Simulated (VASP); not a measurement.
Set up this calculation in VASP 6.6.1, as the native input.

* Task: single point
* Functional: PBE
* Potentials or basis: VASP PAW PBE potentials, release 64 (Nb_sv, Si, O)
* Cutoff: 600 eV
* k mesh: 3 × 3 × 4
* Occupations: gaussian, width 0.15 eV
* Spin: no spin polarisation
* Dipole correction: no
* Further INCAR settings: ALGO = Normal; EDIFF = 1e-06; NBANDS = 33

The structure of Nb2SiO3 lies in POSCAR:

```
Nb2SiO3
1.0
    2.6031365417     -4.4777327831      0.0074370726
    2.6031365417      4.4777327831      0.0074370726
   -0.0112134701      0.0000000000      3.0881554292
Nb Si O
2 1 3
Direct
    0.6696748070      0.3303251930      0.0000000000
    0.3303251930      0.6696748070      0.0000000000
    0.0000000000      0.0000000000      0.0000000000
    0.0000000000      0.5000000000      0.5000000000
    0.5000000000      0.0000000000      0.5000000000
    0.5000000000      0.5000000000      0.5000000000
```

The cell was built from a structure type or drawn by symmetry, and may not be a known phase.

The input as run:

INCAR

```
SYSTEM = Nb2SiO3
ALGO = Normal ; EDIFF = 1E-6
ENCUT = 600 ; GGA = PE
GGA_COMPAT = .False. ; ISIF = 2
ISMEAR = 0 ; LASPH = .True.
LCHARG = .False. ; LREAL = .False.
LWAVE = .False. ; NBANDS = 33
NELM = 120 ; PREC = Accurate
SIGMA = 0.15
```

KPOINTS

```
k-points
0
Gamma
  3 3 4
  0 0 0
```

Potentials or basis: VASP PAW PBE potentials, release 64 (Nb_sv, Si, O).

Launch:

```bash
$ cat potpaw_PBE.64/Nb_sv/POTCAR potpaw_PBE.64/Si/POTCAR potpaw_PBE.64/O/POTCAR > POTCAR
$ mpirun -np 1 vasp_std > vasp.out
```

It gave:

The pressure is -0.3 GPa. The largest force is 0.046 eV/Å. The band gap on the k mesh is zero (bands 24 and 25 overlap by 0.07 eV).

Caveat: the k points lie up to 0.51 Å⁻¹ apart.

Wall time 90 s on 1 thread of Intel Xeon 8259CL, on a shared host, peak memory 0.23 GiB.
